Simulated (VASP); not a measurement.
Wanted: the native input for a VASP 6.6.1 run.

```yaml
Task: single point
Functional: revPBE
Potentials_or_basis: VASP PAW PBE potentials, release 64 (Ni)
Cutoff: 520 eV
k_mesh: 25 × 25 × 23
Occupations: fermi-dirac, width 0.1 eV
Spin: no spin polarisation
Dipole_correction: no
Further_INCAR_settings: ALGO = Normal; EDIFF = 1e-06; NBANDS = 17
```

The structure of Ni lies in POSCAR:

```
Ni
1.0
   -2.9660166606      2.9663436363      1.2256011131
    2.9663436363     -2.9660166606      1.2256011131
    1.5451105245      1.5451105245     -1.2250022564
Ni
2
Direct
    0.0000209121      0.9999790879      0.0000000000
    0.7499790879      0.2500209121      0.5000000000
```

These files were run (other wordings do the same):

INCAR

```
SYSTEM = Ni
  PREC = Accurate
  ENCUT = 520
  EDIFF = 1E-6
  ISMEAR = -1
  SIGMA = 0.1
  LREAL = .False.
  LASPH = .True.
  NELM = 60
  ALGO = Normal
  ISIF = 2
  LWAVE = .False.
  LCHARG = .False.
  GGA = RE
  NBANDS = 17
```

KPOINTS

```
Automatic mesh
0
Gamma
  25 25 23
  0 0 0
```

Potentials or basis: VASP PAW PBE potentials, release 64 (Ni).

Run with:

```sh
$ cat potpaw_PBE.64/Ni/POTCAR > POTCAR
$ mpirun -np 1 vasp_std > vasp.out
```

It gave:

```yaml
Pressure: 0.2 GPa
Band_gap_on_the_k_mesh: zero (bands 10 and 11 overlap by 0.72 eV)
```

Caveat: the PAW data sets were made with another functional, which shifts forces and pressure a little; the run has no spin polarisation, though such a crystal can be magnetic.

Wall time 53 min on 1 thread of Oxide Virtual Turin-like Processor, with other jobs on the host, peak memory 1.2 GiB.
